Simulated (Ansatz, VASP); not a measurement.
**Two plane-wave programs on Al2O3**

File POSCAR:

```
Al2O3
1.0
    2.3200821653      1.3395000627      4.3316358130
   -2.3200821653      1.3395000627      4.3316358130
    0.0000000000     -2.6790001254      4.3316358130
Al O
4 6
Direct
    0.8519165699      0.8519165699      0.8519165699
    0.6480834301      0.6480834301      0.6480834301
    0.1480834301      0.1480834301      0.1480834301
    0.3519165699      0.3519165699      0.3519165699
    0.0563854984      0.4436145016      0.7500000000
    0.7500000000      0.0563854984      0.4436145016
    0.4436145016      0.7500000000      0.0563854984
    0.9436145016      0.5563854984      0.2500000000
    0.2500000000      0.9436145016      0.5563854984
    0.5563854984      0.2500000000      0.9436145016
```

Contents of INCAR.step1:

```
PREC = Accurate ; ENCUT = 520
ISMEAR = 0 ; SIGMA = 0.05
LREAL = F ; LASPH = T
NELM = 80 ; NBANDS = 35
GGA = PE ; ALGO = Normal
EDIFF = 1E-4 ; LWAVE = T
LCHARG = F
```

File INCAR.step2:

```
PREC = Accurate ; ENCUT = 520
EDIFF = 1E-6 ; ISMEAR = 0
SIGMA = 0.05 ; LREAL = F
LASPH = T ; NELM = 80
ALGO = Normal ; ISIF = 2
LWAVE = F ; LCHARG = F
METAGGA = R2SCAN ; LMIXTAU = T
NBANDS = 35 ; ISTART = 1
```

KPOINTS

```
regular mesh
0
Gamma
  6 6 6
```

Input for Ansatz:

```yaml
crystal:
  lattice:
    - [2.3200821653, 1.3395000627, 4.331635813]
    - [-2.3200821653, 1.3395000627, 4.331635813]
    - [0.0, -2.6790001254, 4.331635813]
  atoms:
    - { symbol: Al, position: [0.8519165699, 0.8519165699, 0.8519165699] }
    - { symbol: Al, position: [0.6480834301, 0.6480834301, 0.6480834301] }
    - { symbol: Al, position: [0.1480834301, 0.1480834301, 0.1480834301] }
    - { symbol: Al, position: [0.3519165699, 0.3519165699, 0.3519165699] }
    - { symbol: O, position: [0.0563854984, 0.4436145016, 0.75] }
    - { symbol: O, position: [0.75, 0.0563854984, 0.4436145016] }
    - { symbol: O, position: [0.4436145016, 0.75, 0.0563854984] }
    - { symbol: O, position: [0.9436145016, 0.5563854984, 0.25] }
    - { symbol: O, position: [0.25, 0.9436145016, 0.5563854984] }
    - { symbol: O, position: [0.5563854984, 0.25, 0.9436145016] }
basis:
  ecutwfc: 500
kpoints:
  mp_grid: { grid: [6, 6, 6] }
hamiltonian:
  xc: r2scan
scf:
  occupations: { method: gaussian, width: 0.05 }
output:
  forces: true
  stress: true
  eigenvalues: true
```

Change from the starting cell: strain -0.025 along x and y, +0.000 along z, atoms carried along.

Alike in both runs: task single point; functional r2SCAN; k mesh 6 × 6 × 6; occupations gaussian, width 0.05 eV; no spin polarisation.

```csv
,VASP,Ansatz
version,VASP 6.6.1,Ansatz 0.2.0
potentials or method,"VASP PAW PBE potentials, release 64 (Al, O), cutoff 520 eV","scalar-relativistic, plane waves, PAW"
valence electrons in the cell,48,48
```

```csv
,VASP,Ansatz,Ansatz less VASP
gap on the k mesh at the Fermi level (eV),7.82,7.80,-0.022
least direct gap on the mesh (eV),7.82,7.80,-0.022
pressure (GPa),14.3,14.8,+0.44
"traceless stress, the component that is largest in VASP (GPa)",-8.81,-8.71,+0.101
rms of the force components (eV/Å),0.106,0.101,-0.0048
```

VASP's potentials were made for PBE, not for r2SCAN. Atom by atom the forces differ by 0.012 eV/Å (rms over components). With one functional, cell and mesh, what is left measures potentials, basis and numerics.
